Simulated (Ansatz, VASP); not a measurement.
# Two plane-wave programs on Ni

INCAR

```
SYSTEM = Ni
PREC     = Accurate       ! precision mode
ENCUT    = 520            ! plane-wave cutoff, eV
EDIFF    = 1E-6           ! SCF threshold, eV
ISMEAR   = -1             ! smearing method
SIGMA    = 0.1            ! smearing width, eV
LREAL    = .FALSE.        ! projectors in reciprocal space
LASPH    = .TRUE.         ! aspherical terms in the spheres
NELM     = 150            ! most SCF steps
ALGO     = Normal         ! electronic algorithm
ISIF     = 2              ! what is computed and relaxed
LWAVE    = .FALSE.        ! write WAVECAR
LCHARG   = .TRUE.         ! write CHGCAR
LMAXMIX  = 4              ! l up to which the mixer works
LDAU     = .TRUE.         ! DFT+U
LDAUTYPE = 2            
LDAUL    = 2              ! shell
LDAUU    = 6.2            ! U, eV
LDAUJ    = 0            
LDAUPRINT= 1            
GGA      = PE             ! functional
LELF     = .TRUE.         ! ELF
LVHAR    = .TRUE.       
NBANDS   = 17             ! bands
```

File KPOINTS:

```
Automatic mesh
0
G
  12 12 12
  0 0 0
```

POSCAR

```
Ni
1.0
    3.5456000000      1.7728000000      1.7728000000
    1.7728000000      3.5456000000      1.7728000000
    1.7728000000      1.7728000000      3.5456000000
Ni
2
Direct
    0.0000000000      0.0000000000      0.0000000000
    0.5000000000      0.5000000000      0.5000000000
```

Input for Ansatz:

```yaml
crystal:
  lattice:
    - [3.5456, 1.7728, 1.7728]
    - [1.7728, 3.5456, 1.7728]
    - [1.7728, 1.7728, 3.5456]
  atoms:
    - { symbol: Ni, position: [0.0, 0.0, 0.0] }
    - { symbol: Ni, position: [0.5, 0.5, 0.5] }
hamiltonian:
  xc: pbe
  pseudopotentials: { kind: paw }
  hubbard: { sites: [{ species: Ni, l: d, u_eff: 6.2 }] }
basis:
  ecutwfc: 420
kpoints:
  mp_grid: { grid: [12, 12, 12] }
scf:
  occupations: { method: fermi_dirac, width: 0.1 }
  lower_state_search: "off"
output:
  forces: true
  stress: true
  write_density: true
  write_potential: true
  elf: true
  volumetric_format: npy
```

Alike in both runs: task single point; functional PBE; k mesh 12 × 12 × 12; occupations fermi-dirac, width 0.1 eV; no spin polarisation; Hubbard terms Ni d U = 6.2 eV.

```csv
,VASP,Ansatz
version,VASP 6.6.1,Ansatz 0.2.0
potentials or method,"VASP PAW PBE potentials, release 64 (Ni), cutoff 520 eV","PAW, plane waves, scalar-relativistic"
valence electrons in the cell,20,36
```

```tsv
	VASP	Ansatz	Ansatz less VASP
pressure (GPa)	-17.7	-4.6	+13.16
traceless stress, the component that is largest in VASP (GPa)	-0.01	-0.11	-0.099
```

The programs project onto different local orbitals, so the same U acts differently, and such runs can settle in different states. VASP's potentials hold 20 valence electrons a cell and Ansatz's 36, so a difference there can come from the potentials and not from the codes. Ansatz's warnings: filled band counts differ across k points.
